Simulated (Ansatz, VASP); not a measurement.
# Two plane-wave programs on Hf

```xyz
1
Lattice="0.0000 2.2200 2.2200 1.9980 0.0000 2.2200 1.9980 2.2200 0.0000" Properties=species:S:1:pos:R:3 pbc="T T T"
Hf    0.0000    0.0000    0.0000
```

Change from the starting cell: strain -0.1000 x Voigt [1, 0, 0, 0, 0, 0], atoms carried along.

Alike in both runs: task single point; functional r2SCAN; k mesh 18 × 18 × 18; occupations gaussian, width 0.15 eV; no spin polarisation.

|  | VASP | Ansatz |
| --- | --- | --- |
| version | VASP 6.6.1 | Ansatz 0.2.0 |
| potentials or method | VASP PAW PBE potentials, release 64 (Hf_pv), cutoff 520 eV | scalar-relativistic, plane waves, PAW |
| valence electrons in the cell | 10 | 26 |

```csv
,VASP,Ansatz,Ansatz less VASP
gap on the k mesh at the Fermi level (eV),none,none,-
pressure (GPa),15.9,16.3,+0.41
"traceless stress, the component that is largest in VASP (GPa)",3.12,3.07,-0.054
```

VASP's potentials were made for PBE, not for r2SCAN. A gap of «none» marks a metal or a gap that the smearing closes. With one functional, cell and mesh, what is left measures potentials, basis and numerics. VASP's potentials hold 10 valence electrons a cell and Ansatz's 26, so a difference there can come from the potentials and not from the codes.

Neither program's run includes spin-orbit coupling.
